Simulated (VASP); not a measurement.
KIr (CsCl type):

```
CELL_PARAMETERS angstrom
3.44574 0.00000 0.00000
0.00000 3.44574 0.00000
0.00000 0.00000 3.44574
ATOMIC_POSITIONS crystal
K 0.00000 0.00000 0.00000
Ir 0.50000 0.50000 0.50000
```

Base run:

- Program: VASP 6.6.1
- Functional: LDA
- Potentials or basis: VASP PAW LDA potentials, release 64 (K_sv, Ir)
- Cutoff: 520 eV
- k mesh: 10 × 10 × 10
- Occupations: fermi-dirac, width 0.05 eV
- Spin: no spin polarisation

Its results: pressure 0.5 GPa.

Task: The run is repeated on the same cell with these changes: spin from no spin polarisation to non-collinear spin, zero start, spin-orbit coupling; further incar settings from ALGO = Normal; EDIFF = 1e-08; NBANDS = 16 to ALGO = Normal; EDIFF = 1e-06; NBANDS = 30. What comes out?

Result: Pressure 1.8 GPa; net moment 0.00 μB per cell.
